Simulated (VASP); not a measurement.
# Ag (P6/mmm) in VASP: further runs

Runs on Ag. Level: PBEsol. Tasks: single point, relaxation of cell and atoms.

All numbers are computed with VASP 6.6.1; they aren't measurements. Logs are shortened: lines on timing, memory, paths and dates and some standing lists are left out, and cuts for length are marked.

## 1. The cell of the first run

The structure is hexagonal, space group P6/mmm (No. 191). The conventional cell has a = 4.657 Å, b = 4.657 Å, c = 2.722 Å, α = 90.00°, β = 90.00°, γ = 120.00°. Within 3.6 Å of Ag (site symmetry 6/mmm) lie 14 Ag at 2.72 to 3.01 Å. Within 3.5 Å of Ag (site symmetry -6m2) lie 11 Ag at 2.69 to 3.01 Å.

## 2. Single point, PBEsol

INCAR reads:

```
SYSTEM = Ag
PREC     = Accurate       ! precision mode
ENCUT    = 520            ! plane-wave cutoff, eV
EDIFF    = 1E-6           ! SCF threshold, eV
ISMEAR   = 0              ! smearing method
SIGMA    = 0.1            ! smearing width, eV
LREAL    = .FALSE.        ! projectors in reciprocal space
LASPH    = .TRUE.         ! aspherical terms in the spheres
NELM     = 80             ! most SCF steps
ALGO     = Normal         ! electronic algorithm
ISIF     = 2              ! what is computed and relaxed
LWAVE    = .FALSE.        ! write WAVECAR
LCHARG   = .FALSE.        ! write CHGCAR
GGA      = PS             ! functional
NBANDS   = 24             ! bands
```

KPOINTS reads:

```
regular mesh
0
G
  6 6 6
  0 0 0
```

POSCAR reads:

```
Ag
1.0
    4.6569077874      0.0000000000      0.0000000000
   -2.3284538937      4.0330004469      0.0000000000
    0.0000000000      0.0000000000      2.7218625350
Ag
3
Direct
    0.0000000000      0.0000000000      0.0000000000
    0.3333333333      0.6666666667      0.5000000000
    0.6666666667      0.3333333333      0.5000000000
```

Potentials or basis: VASP PAW PBE potentials, release 64 (Ag).

Command:

```
> cat potpaw_PBE.64/Ag/POTCAR > POTCAR
> mpirun -np 1 vasp_std > vasp.out
```

OUTCAR:

```text
SYSTEM = Ag
   PREC = Accurate
   ENCUT = 520
   EDIFF = 1E-6
   ISMEAR = 0
   LREAL = .FALSE.
   LASPH = .TRUE.
   NELM = 80
   ISIF = 2
   GGA = PS

 ion  position               nearest neighbor table
   1  0.000  0.000  0.000-   2 3.01   3 3.01   2 3.01   3 3.01   2 3.01   2 3.01   3 3.01   3 3.01
                             3 3.01   3 3.01   2 3.01   2 3.01
   2  0.333  0.667  0.500-   3 2.69   3 2.69   3 2.69   1 3.01   1 3.01   1 3.01   1 3.01   1 3.01
                             1 3.01
   3  0.667  0.333  0.500-   2 2.69   2 2.69   2 2.69   1 3.01   1 3.01   1 3.01   1 3.01   1 3.01
                             1 3.01

  LATTYP: Found a hexagonal cell.
 ALAT       =     4.6569077874
 C/A-ratio  =     0.5844785122

  Lattice vectors:

 A1 = (   4.6569077874,   0.0000000000,   0.0000000000)
 A2 = (  -2.3284538937,   4.0330004469,   0.0000000000)
 A3 = (   0.0000000000,   0.0000000000,   2.7218625350)

Analysis of symmetry for initial positions (statically):
=====================================================================
 Subroutine PRICEL returns:
 Original cell was already a primitive cell.

 Routine SETGRP: Setting up the symmetry group for a
 hexagonal supercell.

 Subroutine GETGRP returns: Found 24 space group operations
 (whereof 24 operations were pure point group operations)
 out of a pool of 24 trial point group operations.

The static configuration has the point symmetry D_6h.

Analysis of symmetry for dynamics (positions and initial velocities):
=====================================================================
 Subroutine PRICEL returns:
 Original cell was already a primitive cell.

 Routine SETGRP: Setting up the symmetry group for a
 hexagonal supercell.

 Subroutine GETGRP returns: Found 24 space group operations
 (whereof 24 operations were pure point group operations)
 out of a pool of 24 trial point group operations.

The dynamic configuration has the point symmetry D_6h.

 Subroutine INISYM returns: Found 24 space group operations
 (whereof 24 operations are pure point group operations),
 and found     1 'primitive' translations

----------------------------------------------------------------------------------------

                                     Primitive cell

  volume of cell :      51.1201

  direct lattice vectors                    reciprocal lattice vectors
     4.656907787  0.000000000  0.000000000     0.214734765  0.123977174  0.000000000
    -2.328453894  4.033000447  0.000000000     0.000000000  0.247954349  0.000000000
     0.000000000  0.000000000  2.721862535     0.000000000  0.000000000  0.367395483

  length of vectors
     4.656907787  4.656907787  2.721862535     0.247954349  0.247954349  0.367395483

  position of ions in fractional coordinates (direct lattice)
     0.000000000  0.000000000  0.000000000
     0.333333333  0.666666667  0.500000000
     0.666666667  0.333333333  0.500000000

  ion indices of the primitive-cell ions
   primitive index   ion index
                 1           1
                 2           2
                 3           3

----------------------------------------------------------------------------------------

 KPOINTS: regular mesh

Automatic generation of k-mesh.
 Grid dimensions read from file:
 generate k-points for:    6    6    6

 Generating k-lattice:

  Cartesian coordinates                     Fractional coordinates (reciprocal lattice)
     0.035789128  0.020662862  0.000000000     0.166666667  0.000000000  0.000000000
     0.000000000  0.041325725  0.000000000     0.000000000  0.166666667  0.000000000
     0.000000000  0.000000000  0.061232580     0.000000000  0.000000000  0.166666667

  Length of vectors
     0.041325725  0.041325725  0.061232580

  Shift w.r.t. Gamma in fractional coordinates (k-lattice)
     0.000000000  0.000000000  0.000000000

 Subroutine IBZKPT returns following result:
 ===========================================

 Found     28 irreducible k-points:

 Following reciprocal coordinates:
            Coordinates               Weight
  0.000000  0.000000  0.000000      1.000000
  0.166667  0.000000  0.000000      6.000000
  0.333333 -0.000000  0.000000      6.000000
  0.500000  0.000000  0.000000      3.000000
  0.166667  0.166667  0.000000      6.000000
  0.333333  0.166667  0.000000     12.000000
[... 16 lines left out ...]
  0.166667  0.000000  0.500000      6.000000
  0.333333 -0.000000  0.500000      6.000000
 [... further k-points ...]
   k-points           NKPTS =     28   k-points in BZ     NKDIM =     28   number of bands    NBANDS=     24
   number of dos      NEDOS =    301   number of ions     NIONS =      3
   total plane-waves  NPLWV =  25920
   dimension x,y,z NGX =    36 NGY =   36 NGZ =   20
   dimension x,y,z NGXF=    72 NGYF=   72 NGZF=   40
   ions per type =               3
   NGX,Y,Z   is equivalent  to a cutoff of  12.85, 12.85, 12.22 a.u.
   NGXF,Y,Z  is equivalent  to a cutoff of  25.70, 25.70, 24.43 a.u.
 SYSTEM =  Ag
   PREC   = accura    normal or accurate (medium, high low for compatibility)
   ISTART =      0    job   : 0-new  1-cont  2-samecut
   ICHARG =      2    charge: 1-file 2-atom 10-const
   ISPIN  =      1    spin polarized calculation?
   LNONCOLLINEAR =      F non collinear calculations
   LSORBIT =      F    spin-orbit coupling
   LASPH  =      T    aspherical Exc in radial PAW
   ENCUT  =  520.0 eV  38.22 Ry    6.18 a.u.   8.66  8.66  5.06*2*pi/ulx,y,z
   NELM   =     80;   NELMIN=  2; NELMDL= -5     # of ELM steps
   EDIFF  = 0.1E-05   stopping-criterion for ELM
   LREAL  =      F    real-space projection
   EDIFFG = 0.1E-04   stopping-criterion for IOM
   NSW    =      0    number of steps for IOM
   IBRION =     -1    ionic relax: 0-MD 1-quasi-New 2-CG
   NFREE  =      0    steps in history (QN), initial steepest desc. (CG)
   ISIF   =      2    stress and relaxation
   ISYM   =      2    0-nonsym 1-usesym 2-fastsym
   POTIM  = 0.5000    time-step for ionic-motion
   TEBEG  =    0.0;   TEEND  =   0.0 temperature during run
   PSTRESS=    0.0 pullay stress
   NELECT =      33.0000    total number of electrons
   NUPDOWN=      -1.0000    fix difference up-down
   EMIN   =  10.00;   EMAX   =-10.00  energy-range for DOS
   EFERMI =   0.00;   METHOD = LEGACY
   ISMEAR =     0;   SIGMA  =   0.10  broadening in eV -4-tet -1-fermi 0-gaus
   EFERMI_NEDOS =   21; number of points for ismear=-14 and -15
   IALGO  =     38    algorithm
   IMIX   =      4    mixing-type and parameters
     AMIX     =   0.40;   BMIX     =  1.00
     AMIX_MAG =   1.60;   BMIX_MAG =  1.00
  volume/ion in A,a.u.               =      17.04       114.99
  Fermi-wavevector in a.u.,A,eV,Ry     =   1.414866  2.673710 27.236783  2.001847
  Thomas-Fermi vector in A             =   2.536364
   LORBIT       =      0    0 simple, 1 ext, 2 COOP (PROOUT), +10 PAW based schemes
   GGA     = PS    functional components
   LHFCALC =     F    Hartree Fock is set to
   AEXX    =    0.0000 exact exchange contribution
   IVDW    =     0    specifies the selected vdW correction
   LEPSILON=     F    determine dielectric tensor
   LRPA    =     F    only Hartree local field effects (RPA)
 non-spin polarized calculation
 Gauss-broadening in eV      SIGMA  =   0.10
  energy-cutoff  :      520.00
  volume of cell :       51.12
 maximum number of plane-waves:      1396
 NGX is ok and might be reduce to    36
   NGX = 17   NGY = 17   NGZ = 11

 number of electron      33.0000004 magnetization

 Free energy of the ion-electron system (eV)
  ---------------------------------------------------
  ext. energy  EPLUGINS =         0.00000000
  ---------------------------------------------------
  free energy    TOTEN  =        -9.62555303 eV

  energy without entropy =       -9.61455734  energy(sigma->0) =       -9.62005518

 E-fermi :   8.3296     XC(G=0): -12.4074

 val. band max:        8.3246441426   @ k =   0.3333   0.3333   0.3333
 cond. band min:       8.3851641160   @ k =   0.3333   0.1667   0.3333
 fundamental gap:      0.0605199735
 Fermi energy:         8.3296355767

 k-point     1 :       0.0000    0.0000    0.0000
  band No.  band energies     occupation
      1       0.4107      2.00000
      2       1.7828      2.00000
      3       2.7871      2.00000
      4       3.0179      2.00000
      5       3.2497      2.00000
      6       3.2497      2.00000
[... 16 lines left out ...]
     23      21.1111      0.00000
     24      25.5678      0.00000

 k-point     2 :       0.1667    0.0000    0.0000
  band No.  band energies     occupation
      1       0.7023      2.00000
      2       1.8541      2.00000
      3       2.5984      2.00000
      4       2.7387      2.00000
      5       2.9186      2.00000
      6       3.0221      2.00000
[... 16 lines left out ...]
     23      21.6019      0.00000
     24      24.8617      0.00000

 k-point     3 :       0.3333   -0.0000    0.0000
  band No.  band energies     occupation
      1       1.4575      2.00000
      2       1.9306      2.00000
      3       2.2172      2.00000
      4       2.5565      2.00000
      5       2.7902      2.00000
      6       2.8964      2.00000
[... 16 lines left out ...]
     23      22.8086      0.00000
     24      22.9731      0.00000
[... 514 lines left out ...]
 k-point    23 :       0.1667    0.0000    0.5000
  band No.  band energies     occupation
      1       2.0707      2.00000
      2       2.0875      2.00000
      3       2.1278      2.00000
      4       2.3686      2.00000
      5       3.1827      2.00000
      6       3.2426      2.00000
[... 16 lines left out ...]
     23      16.9079      0.00000
     24      20.2572      0.00000

 k-point    24 :       0.3333   -0.0000    0.5000
  band No.  band energies     occupation
      1       2.0667      2.00000
      2       2.1925      2.00000
      3       2.2113      2.00000
      4       2.4458      2.00000
      5       3.0451      2.00000
      6       3.1984      2.00000
[... 16 lines left out ...]
     23      16.9112      0.00000
     24      21.9152      0.00000

 [... further k-points ...]

------------------------ aborting loop because EDIFF is reached ----------------------------------------

  FORCE on cell =-STRESS in cart. coord.  units (eV):
  Direction    XX          YY          ZZ          XY          YZ          ZX
  --------------------------------------------------------------------------------------
  -------------------------------------------------------------------------------------
  Total       -0.0685268     -0.0685268     -0.0786207      0.0000000     -0.0000000      0.0000000
  in kB       -2.1477256     -2.1477256     -2.4640841      0.0000000     -0.0000000      0.0000000
  external PRESSURE =      -2.2531784 kB  Pullay stress =       0.0000000 kB

 VOLUME and BASIS-vectors are now :
 -----------------------------------------------------------------------------
  energy-cutoff  :      520.00
  volume of cell :       51.12
      direct lattice vectors                 reciprocal lattice vectors
     4.656907787  0.000000000  0.000000000     0.214734765  0.123977174  0.000000000
    -2.328453894  4.033000447  0.000000000     0.000000000  0.247954349  0.000000000
     0.000000000  0.000000000  2.721862535     0.000000000  0.000000000  0.367395483

 POSITION                                       TOTAL-FORCE (eV/Angst)
 -----------------------------------------------------------------------------------
      0.00000      0.00000      0.00000         0.000000      0.000000      0.000000
     -0.00000      2.68867      1.36093        -0.000000      0.000000      0.000000
      2.32845      1.34433      1.36093         0.000000     -0.000000      0.000000
 -----------------------------------------------------------------------------------
    total drift:                                0.000000      0.000000     -0.000000

  FREE ENERGIE OF THE ION-ELECTRON SYSTEM (eV)
  ---------------------------------------------------
  free  energy   TOTEN  =        -9.6255530282 eV

  energy  without entropy=       -9.6145573363  energy(sigma->0) =       -9.62005518
```

Wall time 42 s (1 thread of AMD EPYC 7R43 (Zen 3), shared host); peak memory 0.14 GiB.

What came out:

```
Free energy : -9.6256 eV
Pressure    : -0.2 GPa
```

Caveat: the k points lie up to 0.38 Å⁻¹ apart; the PAW data sets were made with another functional, which shifts forces and pressure a little.

## 3. Single point, PBEsol

This run uses another cell than the first one, of 20.18 Å³/atom, 1.184 times its volume.

INCAR reads:

```
PREC     = Accurate       # precision mode
ENCUT    = 520            # plane-wave cutoff, eV
EDIFF    = 1E-6           # SCF threshold, eV
ISMEAR   = 0              # smearing method
SIGMA    = 0.1            # smearing width, eV
LREAL    = False          # projectors in reciprocal space
LASPH    = True           # aspherical terms in the spheres
NELM     = 100            # most SCF steps
ALGO     = Normal         # electronic algorithm
ISIF     = 2              # what is computed and relaxed
LWAVE    = False          # write WAVECAR
LCHARG   = False          # write CHGCAR
GGA      = PS             # functional
NBANDS   = 24             # bands
```

KPOINTS reads:

```
Automatic mesh
0
Gamma
  6 6 6
```

POSCAR reads:

```
Ag
1.0
    4.8488709451      0.0000000000      0.0000000000
   -2.4244354725      4.1992454181      0.0000000000
    0.0000000000      0.0000000000      2.9725687098
Ag
3
Direct
    0.0000000000      0.0000000000      0.0000000000
    0.3333333333      0.6666666667      0.5000000000
    0.6666666667      0.3333333333      0.5000000000
```

Potentials or basis: VASP PAW PBE potentials, release 64 (Ag).

Command:

```
> cat potpaw_PBE.64/Ag/POTCAR > POTCAR
> mpirun -np 1 vasp_std > vasp.out
```

OUTCAR:

```text
PREC = Accurate
   ENCUT = 520
   EDIFF = 1E-6
   ISMEAR = 0
   LREAL = False
   LASPH = True
   NELM = 100
   ISIF = 2
   GGA = PS

 ion  position               nearest neighbor table
   1  0.000  0.000  0.000-   2 3.17   3 3.17   2 3.17   3 3.17   2 3.17   2 3.17   3 3.17   3 3.17
                             3 3.17   3 3.17   2 3.17   2 3.17
   2  0.333  0.667  0.500-   3 2.80   3 2.80   3 2.80   1 3.17   1 3.17   1 3.17   1 3.17   1 3.17
                             1 3.17
   3  0.667  0.333  0.500-   2 2.80   2 2.80   2 2.80   1 3.17   1 3.17   1 3.17   1 3.17   1 3.17
                             1 3.17

  LATTYP: Found a hexagonal cell.
[... 847 lines left out ...]
  --------------------------------------------------------------------------------------
  -------------------------------------------------------------------------------------
  Total       -4.0852992     -4.0852992     -4.8081771     -0.0000000     -0.0000000      0.0000000
  in kB     -108.1410718   -108.1410718   -127.2762165     -0.0000000     -0.0000000      0.0000000
  external PRESSURE =    -114.5194534 kB  Pullay stress =       0.0000000 kB

 VOLUME and BASIS-vectors are now :
 -----------------------------------------------------------------------------
  energy-cutoff  :      520.00
  volume of cell :       60.53
      direct lattice vectors                 reciprocal lattice vectors
     4.848870945  0.000000000  0.000000000     0.206233577  0.119069011  0.000000000
    -2.424435472  4.199245418  0.000000000     0.000000000  0.238138023  0.000000000
     0.000000000  0.000000000  2.972568710     0.000000000  0.000000000  0.336409381

 POSITION                                       TOTAL-FORCE (eV/Angst)
 -----------------------------------------------------------------------------------
      0.00000      0.00000      0.00000         0.000000      0.000000     -0.000000
     -0.00000      2.79950      1.48628        -0.000000      0.000000      0.000000
      2.42444      1.39975      1.48628         0.000000      0.000000     -0.000000
 -----------------------------------------------------------------------------------
    total drift:                                0.000000      0.000000     -0.000000

  FREE ENERGIE OF THE ION-ELECTRON SYSTEM (eV)
  ---------------------------------------------------
  free  energy   TOTEN  =        -9.1840863588 eV

  energy  without entropy=       -9.1677373703  energy(sigma->0) =       -9.17591186
```

stdout:

```text
POSCAR found type information on POSCAR Ag
 POSCAR found :  1 types and       3 ions
 scaLAPACK will be used
 -----------------------------------------------------------------------------
|                                                                             |
|                                                                             |
|     You enforced a specific xc type in the INCAR file but a different       |
|     I HOPE YOU KNOW WHAT YOU ARE DOING!                                     |
|                                                                             |
 -----------------------------------------------------------------------------

 LDA part: xc-table for (Slater+PW92), standard interpolation
 POSCAR, INCAR and KPOINTS ok, starting setup
 FFT: planning ... GRIDC
 FFT: planning ... GRID_SOFT
 FFT: planning ... GRID
 WAVECAR not read
 entering main loop
```

Wall time 63 s (1 thread of AMD EPYC 7R43 (Zen 3), shared host); peak memory 0.15 GiB.

Results:

```yaml
Free_energy: -9.1841 eV
Pressure: -11.5 GPa
```

Stress tensor (GPa, compression positive):
```
-10.81   0.00   0.00
  0.00 -10.81   0.00
  0.00   0.00 -12.73
```

Caveat: the PAW data sets were made with another functional, which shifts forces and pressure a little.

## 4. Relaxation of cell and atoms, PBEsol

This run uses another cell than the first one, of 20.18 Å³/atom, 1.184 times its volume.

INCAR reads:

```
  PREC = Accurate
  ENCUT = 600
  EDIFF = 1E-6
  ISMEAR = 0
  SIGMA = 0.1
  LREAL = False
  LASPH = True
  NELM = 100
  ALGO = Normal
  ISIF = 3
  LWAVE = False
  LCHARG = False
  GGA = PS
  IBRION = 2
  NSW = 90
  EDIFFG = -0.04
```

KPOINTS is that of step 3.

POSCAR is that of step 3.

Command:

```
> cat potpaw_PBE.64/Ag/POTCAR > POTCAR
> mpirun -np 1 vasp_std > vasp.out
```

It took 4.5 min on 1 thread of AMD EPYC 7R43 (Zen 3), shared host; peak memory 0.18 GiB.

It converged, with:

| Quantity | Value |
| --- | --- |
| Free energy | -9.6288 eV |
| Relaxed volume | 17.02 Å³/atom |
| Relaxed cell | a = 4.654 Å, b = 4.654 Å, c = 2.721 Å, α = 90.00°, β = 90.00°, γ = 120.00° |
| Space group after relaxing (to 0.05 Å) | P6/mmm (No. 191) |
| Energy gained by relaxing | 148.3 meV/atom |
| Ionic steps | 7 |
| Pressure after relaxing | -0.1 GPa |

Stress tensor (GPa, compression positive):
```
-0.03  0.00  0.00
 0.00 -0.03  0.00
 0.00  0.00 -0.11
```

The path:
| step | energy change (eV) | largest force (eV/Å) | pressure (GPa) | volume (Å³) |
| --- | --- | --- | --- | --- |
| 1 | 0.0000 | 0.0000 | -11.46 | 60.53 |
| 2 | -0.3825 | 0.0000 | 5.89 | 48.74 |
| 3 | -0.4195 | 0.0000 | 0.13 | 50.98 |
| 4 | -0.4420 | 0.0000 | 0.63 | 50.75 |
| 5 | -0.4437 | 0.0000 | 0.86 | 50.68 |
| 6 | -0.4442 | 0.0000 | -0.63 | 51.35 |
| 7 | -0.4448 | 0.0000 | -0.06 | 51.05 |

Final structure:
```cif
data_structure
_symmetry_space_group_name_H-M 'P 1'
_symmetry_Int_Tables_number 1
_cell_length_a 4.6545
_cell_length_b 4.6545
_cell_length_c 2.7210
_cell_angle_alpha 90.000
_cell_angle_beta 90.000
_cell_angle_gamma 120.000
_cell_volume 51.05
loop_
_atom_site_label
_atom_site_type_symbol
_atom_site_fract_x
_atom_site_fract_y
_atom_site_fract_z
_atom_site_occupancy
Ag1 Ag 0.00000 0.00000 0.00000 1
Ag2 Ag 0.33333 0.66667 0.50000 1
Ag3 Ag 0.66667 0.33333 0.50000 1
```

Levels at points of the mesh, in eV from the Fermi level:
| k point | band 14 | band 15 | band 16 | band 17 | band 18 | band 19 |
| --- | --- | --- | --- | --- | --- | --- |
| (0.00, 0.00, 0.00) | -3.91 | -2.92 | -2.92 | 4.38 | 4.38 | 4.38 |
| (0.50, 0.00, 0.00) | -3.20 | -3.18 | -2.88 | -2.82 | -0.40 | 3.75 |
| (0.00, 0.00, 0.50) | -3.15 | -2.43 | -0.32 | 0.39 | 6.86 | 7.47 |
| (0.50, 0.00, 0.50) | -2.88 | -2.67 | 0.82 | 0.91 | 3.51 | 3.69 |

Caveat: the volume moved by over 15 % at a fixed basis, so the end points are rough; the PAW data sets were made with another functional, which shifts forces and pressure a little.

[end of part 1 of 2]
